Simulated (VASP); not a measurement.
## As: single point with PBE+D3(BJ)

The system is As, a slab with vacuum.

```
CELL_PARAMETERS angstrom
3.57162 0.00000 0.00000
-1.78581 3.09312 0.00000
0.00000 0.00000 20.29512
ATOMIC_POSITIONS crystal
As 0.33333 0.66667 0.22173
As 0.66667 0.33333 0.29059
As 0.83333 0.66667 0.45171
As 0.16667 0.33333 0.52057
```

This cell differs from its parent crystal: layers slid over each other.

```yaml
Program: VASP 6.6.1
Task: single point
Functional: PBE
Dispersion: D3(BJ)
Potentials_or_basis: VASP PAW PBE potentials, release 64 (As)
Cutoff: 520 eV
k_mesh: 9 × 9 × 1
Occupations: gaussian, width 0.05 eV
Spin: no spin polarisation
Dipole_correction: yes
Further_INCAR_settings: ALGO = Normal; EDIFF = 1e-07; NBANDS = 18
```

* Largest force: 0.100 eV/Å
* Band gap on the k mesh: 0.84 eV (least direct gap 1.52 eV)
* Dispersion energy per atom: -0.273 eV

Forces on the atoms (eV/Å):
```
As   0.000 -0.039 -0.092
As   0.000 -0.065  0.010
As   0.000  0.065 -0.010
As   0.000  0.039  0.092
```

Levels at points of the mesh, in eV from the valence-band top:
```tsv
k point	band 7	band 8	band 9	band 10	band 11	band 12	band 13	band 14
(0.00, 0.00, 0.00)	-0.37	-0.36	-0.33	-0.15	1.55	2.16	3.14	3.14
```

Wall time 59 s on 1 thread of Intel(R) Xeon(R) 6975P-C (Granite Rapids), on a shared host, peak memory 0.36 GiB.

Caveat: the cell differs from its parent crystal (layers slid over each other).
